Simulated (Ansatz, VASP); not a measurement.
Si4GePt in VASP and in Ansatz

File INCAR:

```
SYSTEM = Si4GePt
ALGO = Normal ; EDIFF = 1E-7
EDIFFG = -0.01 ; ENCUT = 600
GGA = PE ; IBRION = 2
ISIF = 3 ; ISMEAR = 0
LASPH = .True. ; LCHARG = .False.
LREAL = .False. ; LWAVE = .False.
NELM = 100 ; NSW = 100
PREC = Accurate ; SIGMA = 0.1
```

KPOINTS

```
k-points
0
Gamma
  10 10 10
  0 0 0
```

File POSCAR:

```
Si4GePt
1.0
    0.0000000000      3.6310172940      3.6310172940
    3.6310172940      0.0000000000      3.6310172940
    3.6310172940      3.6310172940      0.0000000000
Si Ge Pt
4 1 1
Direct
    0.6248057621      0.6248057621      0.1255827138
    0.6248057621      0.1255827138      0.6248057621
    0.1255827138      0.6248057621      0.6248057621
    0.6248057621      0.6248057621      0.6248057621
    0.0000000000      0.0000000000      0.0000000000
    0.2500000000      0.2500000000      0.2500000000
```

Input for Ansatz:

```yaml
crystal:
  lattice:
    - [0.0, 3.631017294, 3.631017294]
    - [3.631017294, 0.0, 3.631017294]
    - [3.631017294, 3.631017294, 0.0]
  atoms:
    - { symbol: Si, position: [0.6248057621, 0.6248057621, 0.1255827138] }
    - { symbol: Si, position: [0.6248057621, 0.1255827138, 0.6248057621] }
    - { symbol: Si, position: [0.1255827138, 0.6248057621, 0.6248057621] }
    - { symbol: Si, position: [0.6248057621, 0.6248057621, 0.6248057621] }
    - { symbol: Ge, position: [0.0, 0.0, 0.0] }
    - { symbol: Pt, position: [0.25, 0.25, 0.25] }
basis:
  ecutwfc: 420
kpoints:
  mp_grid: { grid: [10, 10, 10] }
hamiltonian:
  xc: pbe
scf:
  occupations: { method: gaussian, width: 0.1 }
output:
  forces: true
  stress: true
  eigenvalues: true
  write_density: true
  write_potential: true
  elf: true
  volumetric_format: npy
relax:
  adjacent_minimum: "off"
  f_tol: 0.01
  max_steps: 80
  cell: { stress_tol: 0.05 }
```

Change from the starting cell: species swapped into the ErCu4Au type (F-43m, No. 216).

Alike in both runs: task relaxation of cell and atoms; functional PBE; k mesh 10 × 10 × 10; occupations gaussian, width 0.1 eV; no spin polarisation.

|  | VASP | Ansatz |
| --- | --- | --- |
| version | VASP 6.6.1 | Ansatz 0.2.0 |
| potentials or method | VASP PAW PBE potentials, release 64 (Si, Ge_d, Pt), cutoff 600 eV | scalar-relativistic, plane waves, PAW |
| valence electrons in the cell | 40 | 48 |

```tsv
	VASP	Ansatz	Ansatz less VASP
gap on the k mesh at the Fermi level, each at its own relaxed structure (eV)	none	none	-
relaxed volume (Å³/atom)	15.94	15.95	+0.010
relaxed cell length with the largest relative difference (Å)	5.133	5.134	+0.0010
```

A gap of «none» marks a metal or a gap that the smearing closes. VASP's potentials hold 40 valence electrons a cell and Ansatz's 48, so a difference there can come from the potentials and not from the codes.

Spin-orbit coupling is off throughout.
